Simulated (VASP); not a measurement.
GaAs, 2 atoms in the cell. It takes space group F-43m (No. 216, cubic). The conventional cell has a = 5.316 Å, b = 5.316 Å, c = 5.316 Å, α = 90.00°, β = 90.00°, γ = 90.00°. Within 3.0 Å of Ga (site symmetry -43m) lie 4 As at 2.30 Å. Within 3.0 Å of As (site symmetry -43m) lie 4 Ga at 2.30 Å. 

| Quantity | Value |
| --- | --- |
| Program | VASP 6.6.1 |
| Task | vibrations by perturbation theory |
| Functional | PBEsol |
| Potentials or basis | VASP PAW PBE potentials, release 64 (Ga_d, As) |
| Cutoff | 520 eV |
| k mesh | 12 × 12 × 12 |
| Occupations | gaussian, width 0.01 eV |
| Spin | no spin polarisation |
| Dipole correction | no |
| Further INCAR settings | ALGO = Normal; EDIFF = 1e-08; NBANDS = 16; IBRION = 8; NSW = 1 |

Potentials or basis: VASP PAW PBE potentials, release 64 (Ga_d, As).

Command:

```sh
$ cat potpaw_PBE.64/Ga_d/POTCAR potpaw_PBE.64/As/POTCAR > POTCAR
$ mpirun -np 1 vasp_std > vasp.out
```

Hardware: 1 thread of Intel(R) Xeon(R) Platinum 8259CL CPU @ 2.50GHz (Skylake/Cascade Lake), on a shared host.

Task: How long does it take, and how much memory?

Result: It took 18 min on 1 thread of Intel(R) Xeon(R) Platinum 8259CL CPU @ 2.50GHz (Skylake/Cascade Lake), with other jobs on the host, peak memory 0.49 GiB. Counts: scf iterations 158, k points 72.
